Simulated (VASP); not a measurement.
# Ta2Si: single point with PBEsol

Ta2Si:

```xyz
6
Lattice="-3.0878 3.0878 2.5236 3.0878 -3.0878 2.5236 3.0878 3.0878 -2.5236" Properties=species:S:1:pos:R:3 pbc="T T T"
Ta    2.0775    1.0103    2.5236
Ta   -1.0103    2.0775    2.5236
Ta    1.0103    2.0775    0.0000
Ta    4.0980    1.0103    0.0000
Si    0.0000    0.0000    1.2618
Si    0.0000    0.0000    3.7855
```

| Quantity | Value |
| --- | --- |
| Program | VASP 6.6.1 |
| Task | single point |
| Functional | PBEsol |
| Potentials or basis | VASP PAW PBE potentials, release 64 (Ta_pv, Si) |
| Cutoff | 520 eV |
| k mesh | 6 × 6 × 6 |
| Occupations | gaussian, width 0.1 eV |
| Spin | no spin polarisation |
| Dipole correction | no |
| Further INCAR settings | ALGO = Fast; EDIFF = 1e-07; NBANDS = 35 |

| Property | Result |
| --- | --- |
| Pressure | -2.8 GPa |
| Largest force | 0.085 eV/Å |
| Band gap on the k mesh | zero (band 26 reaches 7.76 eV, above the bottom of band 27 at 7.16 eV) |

Forces in eV/Å, atoms in the order of the input:
```
Ta   0.060 -0.060  0.000
Ta   0.060  0.060  0.000
Ta  -0.060  0.060  0.000
Ta  -0.060 -0.060  0.000
Si   0.000  0.000  0.000
Si   0.000  0.000  0.000
```

Stress tensor (GPa, compression positive):
```
-3.35  0.00  0.00
 0.00 -3.35  0.00
 0.00  0.00 -1.74
```

Levels at points of the mesh, in eV from the Fermi level:
```
           k point  band 24  band 25  band 26  band 27  band 28  band 29
(0.00, 0.00, 0.00)    -1.97     0.20     0.28     0.98     1.35     1.35
(0.50, 0.00, 0.00)    -1.91    -1.01    -1.01     0.73     0.73     1.91
(0.50, 0.50, 0.00)    -1.42    -0.14     0.05     0.13     0.67     1.38
(0.50, 0.50, 0.50)    -0.98    -0.98    -0.95    -0.21     0.27     0.76
```

Wall time 60 s on 1 thread of Intel(R) Xeon(R) 6975P-C (Granite Rapids), on a shared host, peak memory 0.28 GiB.

Caveat: the PAW data sets were made with another functional, which shifts forces and pressure a little; spin-orbit coupling is left out, which moves the levels of the heavy elements.
